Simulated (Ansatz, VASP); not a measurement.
# CdS: VASP beside Ansatz

INCAR

```
ALGO = Normal
EDIFF = 1E-6
ENCUT = 520
GGA = PE
ISIF = 2
ISMEAR = 0
LASPH = T
LCHARG = F
LREAL = F
LWAVE = F
NBANDS = 26
NELM = 60
PREC = Accurate
SIGMA = 0.02
```

The input KPOINTS:

```
k-points
0
Gamma
  9 9 4
```

The input POSCAR:

```
CdS
1.0
    3.9786492210      0.0000000000      0.0000000000
   -1.9893246105      3.4456112981      0.0000000000
    0.0000000000      0.0000000000      6.4903490271
Cd S
2 2
Direct
    0.6666666667      0.3333333333      0.5007224142
    0.3333333333      0.6666666667      0.0007224142
    0.6666666667      0.3333333333      0.8762775858
    0.3333333333      0.6666666667      0.3762775858
```

Input for Ansatz:

```yaml
crystal:
  lattice:
    - [3.978649221, 0.0, 0.0]
    - [-1.9893246105, 3.4456112981, 0.0]
    - [0.0, 0.0, 6.4903490271]
  atoms:
    - { symbol: Cd, position: [0.6666666667, 0.3333333333, 0.5007224142] }
    - { symbol: Cd, position: [0.3333333333, 0.6666666667, 0.0007224142] }
    - { symbol: S, position: [0.6666666667, 0.3333333333, 0.8762775858] }
    - { symbol: S, position: [0.3333333333, 0.6666666667, 0.3762775858] }
basis:
  ecutwfc: 420
kpoints:
  mp_grid: { grid: [9, 9, 4] }
  band_path: { path: [VBM, CBM], npoints: 2 }
hamiltonian:
  xc: pbe
scf:
  occupations: { method: gaussian, width: 0.02 }
output:
  forces: true
  stress: true
  eigenvalues: true
checkpoint:
  read: start.run
  write: ck
  compress: false
  write_wavefunctions: false
  write_every: 100000
```

Alike in both runs: task single point; functional PBE; k mesh 9 × 9 × 4; occupations gaussian, width 0.02 eV; no spin polarisation.

|  | VASP | Ansatz |
| --- | --- | --- |
| version | VASP 6.6.1 | Ansatz 0.2.0 |
| potentials or method | VASP PAW PBE potentials, release 64 (Cd, S), cutoff 520 eV | scalar-relativistic, plane waves, PAW |
| valence electrons in the cell | 36 | 52 |

|  | VASP | Ansatz | Ansatz less VASP |
| --- | --- | --- | --- |
| gap on the k mesh at the Fermi level (eV) | 1.47 | 1.46 | -0.011 |
| least direct gap on the mesh (eV) | 1.47 | 1.46 | -0.011 |
| pressure (GPa) | 12.6 | 12.0 | -0.58 |
| traceless stress, the component that is largest in VASP (GPa) | 0.05 | 0.04 | -0.007 |

VASP's potentials hold 36 valence electrons a cell and Ansatz's 52, so a difference there can come from the potentials and not from the codes.
